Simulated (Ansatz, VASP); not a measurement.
## One calculation of Al, two programs

INCAR

```
SYSTEM = Al
ALGO     = Normal         ! electronic algorithm
EDIFF    = 1E-6           ! SCF threshold, eV
ENCUT    = 500            ! plane-wave cutoff, eV
GGA      = PE             ! functional
GGA_COMPAT= .False.      
ISIF     = 2              ! what is computed and relaxed
ISMEAR   = 0              ! smearing method
IVDW     = 12             ! dispersion correction
LASPH    = .True.         ! aspherical terms in the spheres
LCHARG   = .True.         ! write CHGCAR
LELF     = .True.         ! ELF
LREAL    = .False.        ! projectors in reciprocal space
LVHAR    = .True.       
LWAVE    = .False.        ! write WAVECAR
NBANDS   = 8              ! bands
NELM     = 120            ! most SCF steps
PREC     = Accurate       ! precision mode
SIGMA    = 0.1            ! smearing width, eV
```

Contents of KPOINTS:

```
k-points
0
Gamma
  18 18 18
  0 0 0
```

Contents of POSCAR:

```
Al
1.0
    0.0000000000      2.0491399746      2.0491399746
    2.0491399746      0.0000000000      2.0491399746
    2.0491399746      2.0491399746      0.0000000000
Al
1
Direct
    0.0000000000      0.0000000000      0.0000000000
```

Input for Ansatz:

```yaml
crystal:
  lattice:
    - [0.0, 2.0491399746, 2.0491399746]
    - [2.0491399746, 0.0, 2.0491399746]
    - [2.0491399746, 2.0491399746, 0.0]
  atoms:
    - { symbol: Al, position: [0.0, 0.0, 0.0] }
basis:
  ecutwfc: 420
kpoints:
  mp_grid: { grid: [18, 18, 18] }
hamiltonian:
  xc: pbe
  dispersion: d3bj
  pseudopotentials: { kind: paw }
scf:
  occupations: { method: gaussian, width: 0.1 }
output:
  forces: true
  stress: true
  eigenvalues: true
```

Alike in both runs: task single point; functional PBE; dispersion D3(BJ); k mesh 18 × 18 × 18; occupations gaussian, width 0.1 eV; no spin polarisation.

```csv
,VASP,Ansatz
version,VASP 6.6.1,Ansatz 0.2.0
potentials or method,"VASP PAW PBE potentials, release 64 (Al), cutoff 500 eV","scalar-relativistic, plane waves, PAW"
valence electrons in the cell,3,3
```

```tsv
	VASP	Ansatz	Ansatz less VASP
gap on the k mesh at the Fermi level (eV)	none	none	-
pressure (GPa)	-6.1	-6.1	+0.04
```

A gap of «none» marks a metal or a gap that the smearing closes.
